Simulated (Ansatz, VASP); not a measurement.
# ZrC in VASP and in Ansatz

```
CELL_PARAMETERS angstrom
0.00000 2.30321 2.35021
2.30321 0.00000 2.35021
2.30321 2.30321 0.00000
ATOMIC_POSITIONS crystal
Zr 0.50000 0.50000 0.50000
C 0.00000 0.00000 0.00000
```

Change from the starting cell: x and y stretched by -2 %, z held, crystal datasets.

Alike in both runs: task electric field gradients; functional PBE; k mesh 15 × 15 × 15; occupations fermi-dirac, width 0.05 eV; no spin polarisation.

```csv
,VASP,Ansatz
version,VASP 6.6.1,Ansatz 0.2.0
potentials or method,"VASP PAW PBE potentials, release 64 (Zr_sv, C), cutoff 520 eV","all-electron PAW with datasets made for the crystal, scalar-relativistic"
```

VASP gave:

| Quantity | Value |
| --- | --- |
| pressure (GPa) | 11.6 |
| traceless stress, the component that is largest in VASP (GPa) | -5.71 |
| size of Vzz on the site where it differs most (V/Å²) | 30.5 |

Q: What did Ansatz give for the same quantities?

A: Pressure (GPa): 11.4; traceless stress, the component that is largest in VASP (GPa): -5.69; size of Vzz on the site where it differs most (V/Å²): 31.0.

Ansatz ran all-electron here, and VASP with PAW potentials.
